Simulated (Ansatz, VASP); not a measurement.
**Fe: VASP beside Ansatz**

The input INCAR:

```
PREC = Accurate ; ENCUT = 600
EDIFF = 1E-6 ; ISMEAR = 0
SIGMA = 0.3 ; LREAL = False
LASPH = True ; NELM = 200
ALGO = Normal ; ISIF = 2
LWAVE = False ; LCHARG = True
ISPIN = 2 ; MAGMOM = 1.988
LORBIT = 11 ; LMAXMIX = 4
LELF = True ; LVHAR = True
NBANDS = 18 ; GGA_COMPAT = False
```

File KPOINTS:

```
Automatic mesh
0
Gamma
  16 16 16
```

Contents of POSCAR:

```
Fe
1.0
   -1.3745984210      1.3745984210      1.3745984210
    1.3745984210     -1.3745984210      1.3745984210
    1.3745984210      1.3745984210     -1.3745984210
Fe
1
Direct
    0.0000000000      0.0000000000      0.0000000000
```

Input for Ansatz:

```yaml
crystal:
  lattice:
    - [-1.374598421, 1.374598421, 1.374598421]
    - [1.374598421, -1.374598421, 1.374598421]
    - [1.374598421, 1.374598421, -1.374598421]
  atoms:
    - { symbol: Fe, position: [0.0, 0.0, 0.0], spin: 1.988 }
hamiltonian:
  xc: lda
  pseudopotentials:
    kind: paw
    azcp:
      Fe: "pseudopotentials/Fe.paw.azcp"
basis:
  ecutwfc: 420
  fft_grid_basis: typed
kpoints:
  mp_grid: { grid: [16, 16, 16], shift: [0, 0, 0] }
magnetization:
  spin_polarized: true
scf:
  occupations: { method: gaussian, width: 0.3 }
  lower_state_search: "off"
output:
  stress: true
```

Alike in both runs: task single point; functional LDA; k mesh 16 × 16 × 16; occupations gaussian, width 0.3 eV; collinear spin.

|  | VASP | Ansatz |
| --- | --- | --- |
| version | VASP 6.6.1 | Ansatz 0.2.0 |
| potentials or method | VASP PAW LDA potentials, release 64 (Fe_sv), cutoff 600 eV | plane waves (420 eV) with PAW, scalar-relativistic |
| valence electrons in the cell | 16 | 16 |

VASP gave:

* pressure (GPa): -4.2
* net moment per atom (μB): 1.92
* size of the moment on the site where the two differ most (μB): 1.89

What did Ansatz give for the same quantities?

Pressure (GPa): 0.3; net moment per atom (μB): 1.97; size of the moment on the site where the two differ most (μB): 1.97.

Ansatz warns that its potentials were made for another functional, while VASP's fit it. LDA's correlation is that of Perdew and Zunger in VASP and of Perdew and Wang (1992) in Ansatz. Site moments also hang on the region over which each program counts them. One of these differences is far larger than is usual between the two programs; its cause wasn't traced.
